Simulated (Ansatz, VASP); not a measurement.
**Br in VASP and in Ansatz**

```
Br
1.0
    -4.12254    4.12254    4.12254
     4.12254   -4.12254    4.12254
     4.12254    4.12254   -4.12254
Br
8
Cartesian
  1.0306 1.0306 1.0306
  -1.0306 3.0919 1.0306
  1.0306 -1.0306 3.0919
  3.0919 1.0306 -1.0306
  3.0919 3.0919 3.0919
  1.0306 5.1532 -1.0306
  -1.0306 1.0306 5.1532
  5.1532 -1.0306 1.0306
```

Alike in both runs: task relaxation of cell and atoms; functional PBE; k mesh 6 × 6 × 6; occupations gaussian, width 0.1 eV; no spin polarisation.

|  | VASP | Ansatz |
| --- | --- | --- |
| version | VASP 6.6.1 | Ansatz 0.2.0 |
| potentials or method | VASP PAW PBE potentials, release 64 (Br), cutoff 600 eV | scalar-relativistic, plane waves, PAW |
| valence electrons in the cell | 56 | 56 |

Ansatz gave:

| Property | Result |
| --- | --- |
| gap on the k mesh at the Fermi level, each at its own relaxed structure (eV) | none |
| relaxed volume (Å³/atom) | 35.03 |
| relaxed length of the cell vector where the two differ most in proportion (Å) | 7.140 |

Question: What did VASP give for the same quantities?

Answer: gap on the k mesh at the Fermi level, each at its own relaxed structure (eV): none; relaxed volume (Å³/atom): 35.08; relaxed length of the cell vector where the two differ most in proportion (Å): 7.144.

A gap of «none» marks a metal or a gap that the smearing closes.
